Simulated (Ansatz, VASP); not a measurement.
## BN in VASP and in Ansatz

File POSCAR:

```
BN
1.0
    0.0000000000      1.7545550698      1.7545550698
    1.7545550698      0.0000000000      1.7545550698
    1.7545550698      1.7545550698      0.0000000000
B N
1 1
Direct
    0.0000000000      0.0000000000      0.0000000000
    0.5000000000      0.5000000000      0.5000000000
```

INCAR.step1

```
SYSTEM = BN
  PREC = Accurate
  ENCUT = 520
  EDIFF = 1E-5
  ISMEAR = 0
  SIGMA = 0.01
  LREAL = .False.
  LASPH = .True.
  NELM = 100
  ALGO = Normal
  ISIF = 2
  LWAVE = .True.
  LCHARG = .False.
  GGA = PE
  NBANDS = 11
```

The input INCAR.step2:

```
SYSTEM = BN
  PREC = Accurate
  ENCUT = 520
  EDIFF = 1E-7
  ISMEAR = 0
  SIGMA = 0.01
  LREAL = .False.
  LASPH = .True.
  NELM = 100
  ALGO = Normal
  ISIF = 2
  LWAVE = .False.
  LCHARG = .False.
  GGA = PE
  LHFCALC = .True.
  HFSCREEN = 0.2079
  PRECFOCK = Normal
  ISTART = 1
  NBANDS = 11
```

The input KPOINTS:

```
Automatic mesh
0
Gamma
  8 8 8
  0 0 0
```

Input for Ansatz:

```yaml
crystal:
  lattice:
    - [0.0, 1.7545550698, 1.7545550698]
    - [1.7545550698, 0.0, 1.7545550698]
    - [1.7545550698, 1.7545550698, 0.0]
  atoms:
    - { symbol: B, position: [0.0, 0.0, 0.0] }
    - { symbol: "N", position: [0.5, 0.5, 0.5] }
kpoints:
  mp_grid: { grid: [8, 8, 8] }
  band_path:
    path:
      - [0.0, 0.0, 0.0]
      - [0.5, 0.0, 0.5]
      - [0.625, 0.25, 0.625]
      - [0.375, 0.375, 0.75]
      - [0.5, 0.5, 0.5]
      - [0.5, 0.25, 0.75]
      - [0.0, 0.167969, -0.167969]
      - [0.0, 0.5, 0.5]
    npoints: 1
hamiltonian:
  xc: hse06
scf:
  occupations: { method: fixed }
  n_extra_bands: 4
output:
  forces: true
  stress: true
  eigenvalues: true
```

Change from the starting cell: hydrostatic strain +0.5%.

Alike in both runs: task single point; functional HSE06; k mesh 8 × 8 × 8; no spin polarisation.

|  | VASP | Ansatz |
| --- | --- | --- |
| version | VASP 6.6.1 | Ansatz 0.2.0 |
| potentials or method | VASP PAW PBE potentials, release 64 (B, N) | plane waves, PAW |
| plane-wave cutoff (eV) | 520 | 420 |
| occupations | gaussian, width 0.01 eV | fixed |
| valence electrons in the cell | 8 | 8 |

```tsv
	VASP	Ansatz	Ansatz less VASP
gap on the k mesh at the Fermi level (eV)	2.19	2.20	+0.010
pressure (GPa)	-13.9	-14.2	-0.27
```

Ansatz's warnings: stress exchange threshold loose, stress scf threshold loose.
